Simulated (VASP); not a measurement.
# Zr (Im-3m) in VASP: notebook

Runs on Zr. Level: r2SCAN. Tasks: single point.

Everything below comes from runs of VASP 6.6.1. Logs are shortened: lines on timing, memory, paths and dates and some standing lists are left out, and cuts for length are marked.

### Step 1. The cell of the first run

Symmetry: Im-3m, No. 229, cubic system. Conventional cell: a = 3.461 Å, b = 3.461 Å, c = 3.461 Å, α = 90.00°, β = 90.00°, γ = 90.00°. Zr (site symmetry m-3m) has 14 Zr at 3.00 to 3.46 Å within 3.9 Å.

### Step 2. Single point, r2SCAN

File POSCAR:

```
Zr
1.0
   -1.7305297686      1.7305297686      1.7305297686
    1.7305297686     -1.7305297686      1.7305297686
    1.7305297686      1.7305297686     -1.7305297686
Zr
1
Direct
    0.0000000000      0.0000000000      0.0000000000
```

File INCAR.step1:

```
SYSTEM = Zr
ALGO = Normal
EDIFF = 1E-5
ENCUT = 550
GGA = PE
GGA_COMPAT = .FALSE.
ISMEAR = 0
LASPH = .TRUE.
LCHARG = .FALSE.
LREAL = .FALSE.
LWAVE = .TRUE.
NBANDS = 12
NELM = 120
PREC = Accurate
SIGMA = 0.1
```

File INCAR.step2:

```
SYSTEM = Zr
ALGO = Normal
EDIFF = 1E-6
ENCUT = 550
GGA_COMPAT = .FALSE.
ISIF = 2
ISMEAR = 0
ISTART = 1
LASPH = .TRUE.
LCHARG = .FALSE.
LMIXTAU = .TRUE.
LREAL = .FALSE.
LWAVE = .FALSE.
METAGGA = R2SCAN
NBANDS = 12
NELM = 120
PREC = Accurate
SIGMA = 0.1
```

File KPOINTS:

```
k-points
0
G
  8 8 8
  0 0 0
```

Potentials or basis: VASP PAW PBE potentials, release 64 (Zr_sv).

Run with:

```sh
cat potpaw_PBE.64/Zr_sv/POTCAR > POTCAR
cp INCAR.step1 INCAR
mpirun -np 1 vasp_std > vasp.out
cp INCAR.step2 INCAR
mpirun -np 1 vasp_std > vasp.out
```

OUTCAR:

```text
SYSTEM = Zr
   EDIFF = 1E-6
   ENCUT = 550
   ISIF = 2
   ISMEAR = 0
   ISTART = 1
   LASPH = .TRUE.
   LREAL = .FALSE.
   METAGGA = R2SCAN
   NELM = 120
   PREC = Accurate

 ion  position               nearest neighbor table
   1  0.000  0.000  0.000-

  LATTYP: Found a body centered cubic cell.
 ALAT       =     3.4610595372

  Lattice vectors:

 A1 = (  -1.7305297686,   1.7305297686,   1.7305297686)
 A2 = (   1.7305297686,  -1.7305297686,   1.7305297686)
 A3 = (   1.7305297686,   1.7305297686,  -1.7305297686)

Analysis of symmetry for initial positions (statically):
=====================================================================
 Subroutine PRICEL returns:
 Original cell was already a primitive cell.

 Routine SETGRP: Setting up the symmetry group for a
 body centered cubic supercell.

 Subroutine GETGRP returns: Found 48 space group operations
 (whereof 48 operations were pure point group operations)
 out of a pool of 48 trial point group operations.

The static configuration has the point symmetry O_h .

Analysis of symmetry for dynamics (positions and initial velocities):
=====================================================================
 Subroutine PRICEL returns:
 Original cell was already a primitive cell.

 Routine SETGRP: Setting up the symmetry group for a
 body centered cubic supercell.

 Subroutine GETGRP returns: Found 48 space group operations
 (whereof 48 operations were pure point group operations)
 out of a pool of 48 trial point group operations.

The dynamic configuration has the point symmetry O_h .

 Subroutine INISYM returns: Found 48 space group operations
 (whereof 48 operations are pure point group operations),
 and found     1 'primitive' translations

----------------------------------------------------------------------------------------

                                     Primitive cell

  volume of cell :      20.7299

  direct lattice vectors                    reciprocal lattice vectors
    -1.730529769  1.730529769  1.730529769     0.000000000  0.288928864  0.288928864
     1.730529769 -1.730529769  1.730529769     0.288928864  0.000000000  0.288928864
     1.730529769  1.730529769 -1.730529769     0.288928864  0.288928864  0.000000000

  length of vectors
     2.997365483  2.997365483  2.997365483     0.408607118  0.408607118  0.408607118

  position of ions in fractional coordinates (direct lattice)
     0.000000000  0.000000000  0.000000000

  ion indices of the primitive-cell ions
   primitive index   ion index
                 1           1

----------------------------------------------------------------------------------------

 KPOINTS: k-points

Automatic generation of k-mesh.
 Grid dimensions read from file:
 generate k-points for:    8    8    8

 Generating k-lattice:

  Cartesian coordinates                     Fractional coordinates (reciprocal lattice)
     0.000000000  0.036116108  0.036116108     0.125000000  0.000000000  0.000000000
     0.036116108  0.000000000  0.036116108     0.000000000  0.125000000  0.000000000
     0.036116108  0.036116108  0.000000000     0.000000000  0.000000000  0.125000000

  Length of vectors
     0.051075890  0.051075890  0.051075890

  Shift w.r.t. Gamma in fractional coordinates (k-lattice)
     0.000000000  0.000000000  0.000000000

 Subroutine IBZKPT returns following result:
 ===========================================

 Found     29 irreducible k-points:

 Following reciprocal coordinates:
            Coordinates               Weight
  0.000000  0.000000  0.000000      1.000000
  0.125000  0.000000  0.000000     12.000000
  0.250000  0.000000  0.000000     12.000000
  0.375000  0.000000  0.000000     12.000000
  0.500000  0.000000  0.000000      6.000000
  0.125000  0.125000  0.000000     24.000000
[... 16 lines left out ...]
 -0.250000  0.250000  0.250000      6.000000
 -0.375000  0.375000  0.250000     24.000000
 [... further k-points ...]
   k-points           NKPTS =     29   k-points in BZ     NKDIM =     29   number of bands    NBANDS=     12
   number of dos      NEDOS =    301   number of ions     NIONS =      1
   total plane-waves  NPLWV =  13824
   dimension x,y,z NGX =    24 NGY =   24 NGZ =   24
   dimension x,y,z NGXF=    48 NGYF=   48 NGZF=   48
   ions per type =               1
   NGX,Y,Z   is equivalent  to a cutoff of  13.31, 13.31, 13.31 a.u.
   NGXF,Y,Z  is equivalent  to a cutoff of  26.62, 26.62, 26.62 a.u.
 SYSTEM =  Zr
   PREC   = accura    normal or accurate (medium, high low for compatibility)
   ISTART =      1    job   : 0-new  1-cont  2-samecut
   ICHARG =      0    charge: 1-file 2-atom 10-const
   ISPIN  =      1    spin polarized calculation?
   LNONCOLLINEAR =      F non collinear calculations
   LSORBIT =      F    spin-orbit coupling
   LASPH  =      T    aspherical Exc in radial PAW
   ENCUT  =  550.0 eV  40.42 Ry    6.36 a.u.   5.73  5.73  5.73*2*pi/ulx,y,z
   NELM   =    120;   NELMIN=  2; NELMDL=  0     # of ELM steps
   EDIFF  = 0.1E-05   stopping-criterion for ELM
   LREAL  =      F    real-space projection
   EDIFFG = 0.1E-04   stopping-criterion for IOM
   NSW    =      0    number of steps for IOM
   IBRION =     -1    ionic relax: 0-MD 1-quasi-New 2-CG
   NFREE  =      0    steps in history (QN), initial steepest desc. (CG)
   ISIF   =      2    stress and relaxation
   ISYM   =      2    0-nonsym 1-usesym 2-fastsym
   POTIM  = 0.5000    time-step for ionic-motion
   TEBEG  =    0.0;   TEEND  =   0.0 temperature during run
   PSTRESS=    0.0 pullay stress
   NELECT =      12.0000    total number of electrons
   NUPDOWN=      -1.0000    fix difference up-down
   EMIN   =  10.00;   EMAX   =-10.00  energy-range for DOS
   EFERMI =   0.00;   METHOD = LEGACY
   ISMEAR =     0;   SIGMA  =   0.10  broadening in eV -4-tet -1-fermi 0-gaus
   EFERMI_NEDOS =   21; number of points for ismear=-14 and -15
   IALGO  =     38    algorithm
   IMIX   =      4    mixing-type and parameters
     AMIX     =   0.40;   BMIX     =  1.00
     AMIX_MAG =   1.60;   BMIX_MAG =  1.00
  volume/ion in A,a.u.               =      20.73       139.89
  Fermi-wavevector in a.u.,A,eV,Ry     =   1.364383  2.578309 25.327788  1.861540
  Thomas-Fermi vector in A             =   2.490703
   LORBIT       =      0    0 simple, 1 ext, 2 COOP (PROOUT), +10 PAW based schemes
   METAGGA = R2SCAN    functional components
   LHFCALC =     F    Hartree Fock is set to
   AEXX    =    0.0000 exact exchange contribution
   IVDW    =     0    specifies the selected vdW correction
   LEPSILON=     F    determine dielectric tensor
   LRPA    =     F    only Hartree local field effects (RPA)
 non-spin polarized calculation
 Gauss-broadening in eV      SIGMA  =   0.10
  energy-cutoff  :      550.00
  volume of cell :       20.73
 maximum number of plane-waves:       622
   NGX = 11   NGY = 11   NGZ = 11

 number of electron      12.0000000 magnetization

 Free energy of the ion-electron system (eV)
  ---------------------------------------------------
  ext. energy  EPLUGINS =         0.00000000
  ---------------------------------------------------
  free energy    TOTEN  =       -22.55016786 eV

  energy without entropy =      -22.53808807  energy(sigma->0) =      -22.54412796

 E-fermi :  10.1196     XC(G=0): -12.5661

 val. band max:       10.1030032347   @ k =  -0.3750   0.3750   0.1250
 cond. band min:      10.1546493042   @ k =  -0.3750   0.3750   0.1250
 fundamental gap:      0.0516460695
 Fermi energy:        10.1195573192

 k-point     1 :       0.0000    0.0000    0.0000
  band No.  band energies     occupation
      1     -39.9066      2.00000
      2     -16.4981      2.00000
      3     -16.4981      2.00000
      4     -16.4981      2.00000
      5       4.2191      2.00000
      6      11.4342      0.00000
      7      11.4342      0.00000
      8      11.4342      0.00000
      9      14.3019      0.00000
     10      14.3019      0.00000
     11      23.3882      0.00000
     12      23.3882      0.00000

 k-point     2 :       0.1250    0.0000    0.0000
  band No.  band energies     occupation
      1     -39.8692      2.00000
      2     -16.7288      2.00000
      3     -16.5654      2.00000
      4     -16.5007      2.00000
      5       4.8337      2.00000
      6      11.0151      0.00000
      7      11.2190      0.00000
      8      12.0420      0.00000
      9      13.7821      0.00000
     10      14.2950      0.00000
     11      23.8993      0.00000
     12      24.5081      0.00000

 k-point     3 :       0.2500    0.0000    0.0000
  band No.  band energies     occupation
      1     -39.7775      2.00000
      2     -17.2583      2.00000
      3     -16.7242      2.00000
      4     -16.5072      2.00000
      5       6.2098      2.00000
      6      10.1722      0.45638
      7      10.5476      0.00000
      8      13.7525      0.00000
      9      13.7969      0.00000
     10      14.4369      0.00000
     11      23.7783      0.00000
     12      25.8034      0.00000

 k-point     4 :       0.3750    0.0000    0.0000
  band No.  band energies     occupation
      1     -39.6842      2.00000
      2     -17.7552      2.00000
      3     -16.8783      2.00000
      4     -16.5139      2.00000
      5       6.8638      2.00000
      6       9.4834      2.00000
      7      11.1196      0.00000
      8      14.3149      0.00000
      9      14.8593      0.00000
     10      16.1243      0.00000
     11      21.9069      0.00000
     12      23.7613      0.00000

 k-point     5 :       0.5000    0.0000    0.0000
  band No.  band energies     occupation
      1     -39.6450      2.00000
      2     -17.9530      2.00000
      3     -16.9407      2.00000
      4     -16.5168      2.00000
      5       6.7979      2.00000
      6       9.2293      2.00000
      7      12.1475      0.00000
      8      14.4044      0.00000
      9      15.1712      0.00000
     10      17.6061      0.00000
     11      20.9197      0.00000
     12      22.6381      0.00000
[... 228 lines left out ...]
      1     -39.5780      2.00000
      2     -17.5383      2.00000
      3     -17.5383      2.00000
      4     -16.7665      2.00000
      5       8.9103      2.00000
      6       8.9103      2.00000
      7       9.4585      2.00000
      8      14.7529      0.00000
      9      14.7529      0.00000
     10      20.6590      0.00000
     11      21.6492      0.00000
     12      21.6492      0.00000

 k-point    22 :       0.2500    0.2500    0.2500
  band No.  band energies     occupation
      1     -39.6230      2.00000
      2     -17.2414      2.00000
      3     -17.2414      2.00000
      4     -17.2414      2.00000
      5       9.4985      2.00000
      6       9.4985      2.00000
      7       9.4985      2.00000
      8      15.3330      0.00000
      9      15.3330      0.00000
     10      19.4962      0.00000
     11      22.1197      0.00000
     12      22.1197      0.00000

 k-point    23 :      -0.2500    0.2500    0.2500
  band No.  band energies     occupation
      1     -39.6683      2.00000
      2     -17.2927      2.00000
      3     -16.9736      2.00000
      4     -16.9736      2.00000
      5       7.7063      2.00000
      6       9.5174      2.00000
      7      11.8211      0.00000
      8      11.8211      0.00000
      9      13.5852      0.00000
     10      15.6746      0.00000
     11      24.0713      0.00000
     12      28.0468      0.00000

 k-point    24 :      -0.3750    0.3750    0.2500
  band No.  band energies     occupation
      1     -39.5897      2.00000
      2     -17.5727      2.00000
      3     -17.1428      2.00000
      4     -17.0223      2.00000
      5       8.0803      2.00000
      6       8.6170      2.00000
      7      11.8234      0.00000
      8      12.5128      0.00000
      9      15.5558      0.00000
     10      16.3398      0.00000
     11      23.8380      0.00000
     12      25.6395      0.00000

 [... further k-points ...]
[... 5 lines left out ...]
  --------------------------------------------------------------------------------------
  -------------------------------------------------------------------------------------
  Total        1.5142905      1.5142905      1.5142905      0.0000000      0.0000000      0.0000000
  in kB      117.0368370    117.0368370    117.0368370      0.0000000      0.0000000      0.0000000
  external PRESSURE =     117.0368370 kB  Pullay stress =       0.0000000 kB

 VOLUME and BASIS-vectors are now :
 -----------------------------------------------------------------------------
  energy-cutoff  :      550.00
  volume of cell :       20.73
      direct lattice vectors                 reciprocal lattice vectors
    -1.730529769  1.730529769  1.730529769     0.000000000  0.288928864  0.288928864
     1.730529769 -1.730529769  1.730529769     0.288928864  0.000000000  0.288928864
     1.730529769  1.730529769 -1.730529769     0.288928864  0.288928864  0.000000000

 POSITION                                       TOTAL-FORCE (eV/Angst)
 -----------------------------------------------------------------------------------
      0.00000      0.00000      0.00000         0.000000     -0.000000      0.000000
 -----------------------------------------------------------------------------------
    total drift:                                0.000000      0.000000      0.000000

  FREE ENERGIE OF THE ION-ELECTRON SYSTEM (eV)
  ---------------------------------------------------
  free  energy   TOTEN  =       -22.5501678560 eV

  energy  without entropy=      -22.5380880727  energy(sigma->0) =      -22.54412796
```

Run time: 20 s. Hardware: 1 thread of Intel Xeon Platinum 8488C (Sapphire Rapids), shared host; peak memory 0.14 GiB.

Results:

| Property | Result |
| --- | --- |
| Free energy | -22.5502 eV |
| Pressure | 11.7 GPa |
| Band gap on the k mesh | zero (band 6 reaches 11.43 eV, above the bottom of band 7 at 9.46 eV) |

Caveat: the PAW data sets were made with another functional, which shifts forces and pressure a little.

### Step 3. Single point, r2SCAN

This run uses another cell than the first one, of 23.18 Å³/atom, 1.118 times its volume.

File POSCAR:

```
Zr
1.0
   -1.7960562389      1.7960562389      1.7960562389
    1.7960562389     -1.7960562389      1.7960562389
    1.7960562389      1.7960562389     -1.7960562389
Zr
1
Direct
    0.0000000000      0.0000000000      0.0000000000
```

File INCAR.step1:

```
ALGO = Normal
EDIFF = 1E-5
ENCUT = 550
GGA = PE
GGA_COMPAT = F
ISMEAR = 0
LASPH = T
LCHARG = F
LREAL = F
LWAVE = T
NBANDS = 12
NELM = 120
PREC = Accurate
SIGMA = 0.1
```

File INCAR.step2:

```
ALGO = Normal
EDIFF = 1E-6
ENCUT = 550
GGA_COMPAT = F
ISIF = 2
ISMEAR = 0
ISTART = 1
LASPH = T
LCHARG = F
LMIXTAU = T
LREAL = F
LWAVE = F
METAGGA = R2SCAN
NBANDS = 12
NELM = 120
PREC = Accurate
SIGMA = 0.1
```

File KPOINTS:

```
k-points
0
Gamma
  8 8 8
```

Potentials or basis: VASP PAW PBE potentials, release 64 (Zr_sv).

Run with:

```sh
cat potpaw_PBE.64/Zr_sv/POTCAR > POTCAR
cp INCAR.step1 INCAR
mpirun -np 1 vasp_std > vasp.out
cp INCAR.step2 INCAR
mpirun -np 1 vasp_std > vasp.out
```

It took 23 s on 1 thread of Intel Xeon Platinum 8488C (Sapphire Rapids), shared host; peak memory 0.14 GiB.

Results (log left out):

```yaml
Free_energy: -22.6333 eV
Pressure: -0.2 GPa
Band_gap_on_the_k_mesh: zero (band 6 reaches 10.10 eV, above the bottom of band 7 at 8.20 eV)
```

Levels at points of the mesh, in eV from the Fermi level:
| k point | band 2 | band 3 | band 4 | band 5 | band 6 | band 7 | band 8 | band 9 | band 10 | band 11 |
| --- | --- | --- | --- | --- | --- | --- | --- | --- | --- | --- |
| (0.00, 0.00, 0.00) | -27.00 | -27.00 | -27.00 | -5.72 | 1.31 | 1.31 | 1.31 | 3.85 | 3.85 | 12.94 |
| (0.50, 0.00, 0.00) | -28.02 | -27.32 | -27.01 | -2.93 | -0.61 | 1.50 | 3.88 | 4.55 | 6.63 | 10.43 |
| (0.50, 0.50, 0.50) | -27.69 | -27.69 | -27.69 | -2.73 | -2.73 | 5.94 | 5.94 | 5.94 | 7.82 | 7.82 |

Caveat: the PAW data sets were made with another functional, which shifts forces and pressure a little.

### Step 4. Single point, r2SCAN

This run uses another cell than the first one, of 22.98 Å³/atom, 1.108 times its volume.

File POSCAR:

```
Zr
1.0
   -1.7909387413      1.7909387413      1.7909387413
    1.7909387413     -1.7909387413      1.7909387413
    1.7909387413      1.7909387413     -1.7909387413
Zr
1
Direct
    0.0000000000      0.0000000000      0.0000000000
```

File INCAR.step1:

```
PREC = Accurate
ENCUT = 550
ISMEAR = 0
SIGMA = 0.1
LREAL = False
LASPH = True
NELM = 120
NBANDS = 12
GGA = PE
ALGO = Normal
EDIFF = 1E-5
LWAVE = True
LCHARG = False
GGA_COMPAT = False
```

File INCAR.step2:

```
PREC = Accurate
ENCUT = 550
EDIFF = 1E-6
ISMEAR = 0
SIGMA = 0.1
LREAL = False
LASPH = True
NELM = 120
ALGO = Normal
ISIF = 2
LWAVE = False
LCHARG = False
METAGGA = R2SCAN
LMIXTAU = True
NBANDS = 12
ISTART = 1
GGA_COMPAT = False
```

File KPOINTS:

```
Automatic mesh
0
Gamma
  16 16 16
```

Run with:

```sh
cat potpaw_PBE.64/Zr_sv/POTCAR > POTCAR
cp INCAR.step1 INCAR
mpirun -np 1 vasp_std > vasp.out
cp INCAR.step2 INCAR
mpirun -np 1 vasp_std > vasp.out
```

Wall time 66 s (1 thread of Intel Xeon Platinum 8488C (Sapphire Rapids), shared host); peak memory 0.17 GiB.

Results (log left out):

```
Free energy            : -22.6346 eV
Pressure               : 0.0 GPa
Band gap on the k mesh : zero (band 6 reaches 10.20 eV, above the bottom of band 7 at 8.12 eV)
```

Levels at points of the mesh, in eV from the Fermi level:
```csv
k point,band 3,band 4,band 5,band 6,band 7,band 8,band 9,band 10
"(0.00, 0.00, 0.00)",-26.96,-26.96,-5.74,1.32,1.32,1.32,3.88,3.88
"(0.50, 0.00, 0.00)",-27.28,-26.97,-2.96,-0.63,1.54,3.91,4.60,6.70
"(0.50, 0.50, 0.50)",-27.67,-27.67,-2.77,-2.77,6.00,6.00,6.00,7.89
```

Caveat: the PAW data sets were made with another functional, which shifts forces and pressure a little.

### Step 5. Summary

| cell | k mesh | gap on the mesh (eV) | pressure (GPa) |
| --- | --- | --- | --- |
| a = 2.997 Å, angles 109.5°, 1 atom | 8 × 8 × 8 | none | 11.7 |
| a = 3.111 Å, angles 109.5°, 1 atom | 8 × 8 × 8 | none | -0.2 |
| a = 3.102 Å, angles 109.5°, 1 atom | 16 × 16 × 16 | none | 0.0 |

Alike in all rows: task single point; level r2SCAN; potentials or basis VASP PAW PBE potentials, release 64 (Zr_sv); no spin polarisation; cutoff (eV) 550; smearing gaussian 0.1 eV.

Caveats: the PAW data sets were made with another functional, which shifts forces and pressure a little.

Total energies depend on the potentials used, so only differences within one code and one set of settings carry meaning.
